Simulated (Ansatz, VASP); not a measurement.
**LiAg3Cl3: VASP beside Ansatz**

File INCAR:

```
  PREC = Accurate
  ENCUT = 520
  EDIFF = 1E-6
  ISMEAR = 0
  SIGMA = 0.2
  LREAL = False
  LASPH = True
  NELM = 60
  ALGO = Normal
  ISIF = 2
  LWAVE = False
  LCHARG = False
  GGA = PE
  NBANDS = 38
```

KPOINTS

```
regular mesh
0
Gamma
  6 4 6
```

Contents of POSCAR:

```
LiAg3Cl3
1.0
    0.0000000000      3.5500324000      0.0000000000
   -2.8739163000      0.0000000000      6.1457852000
    7.2062435000     -1.7750162000      0.0000000000
Li Ag Cl
1 3 3
Direct
    0.3556440000      0.3661850000      0.7112880000
    0.4016620000      0.8545570000      0.8033240000
    0.6088860000      0.9465280000      0.2177720000
    0.0345830000      0.1806650000      0.0691660000
    0.5323440000      0.4608660000      0.0646880000
    0.8083600000      0.5326080000      0.6167200000
    0.2526630000      0.9918900000      0.5053260000
```

Input for Ansatz:

```yaml
crystal:
  lattice:
    - [0.0, 3.5500324, 0.0]
    - [-2.8739163, 0.0, 6.1457852]
    - [7.2062435, -1.7750162, 0.0]
  atoms:
    - { symbol: Li, position: [0.355644, 0.366185, 0.711288] }
    - { symbol: Ag, position: [0.401662, 0.854557, 0.803324] }
    - { symbol: Ag, position: [0.608886, 0.946528, 0.217772] }
    - { symbol: Ag, position: [0.034583, 0.180665, 0.069166] }
    - { symbol: Cl, position: [0.532344, 0.460866, 0.064688] }
    - { symbol: Cl, position: [0.80836, 0.532608, 0.61672] }
    - { symbol: Cl, position: [0.252663, 0.99189, 0.505326] }
basis:
  ecutwfc: 420
kpoints:
  mp_grid: { grid: [6, 4, 6] }
hamiltonian:
  xc: pbe
scf:
  occupations: { method: gaussian, width: 0.2 }
  lower_state_search: "off"
output:
  forces: true
  stress: true
  eigenvalues: true
```

Alike in both runs: task single point; functional PBE; k mesh 6 × 4 × 6; occupations gaussian, width 0.2 eV; no spin polarisation.

```csv
,VASP,Ansatz
version,VASP 6.6.1,Ansatz 0.2.0
potentials or method,"VASP PAW PBE potentials, release 64 (Li_sv, Ag, Cl), cutoff 520 eV","scalar-relativistic, plane waves, PAW"
valence electrons in the cell,57,81
```

|  | VASP | Ansatz | Ansatz less VASP |
| --- | --- | --- | --- |
| gap on the k mesh at the Fermi level (eV) | none | none | - |
| rms of the force components (eV/Å) | 0.008 | 0.005 | -0.0030 |

Atom by atom the forces differ by 0.004 eV/Å (rms over components). A gap of «none» marks a metal or a gap that the smearing closes. VASP's potentials hold 57 valence electrons a cell and Ansatz's 81, so a difference there can come from the potentials and not from the codes.

Noted on VASP's run: the cutoff is under 1.25 times that of the potentials, so the pressure is a little rough.
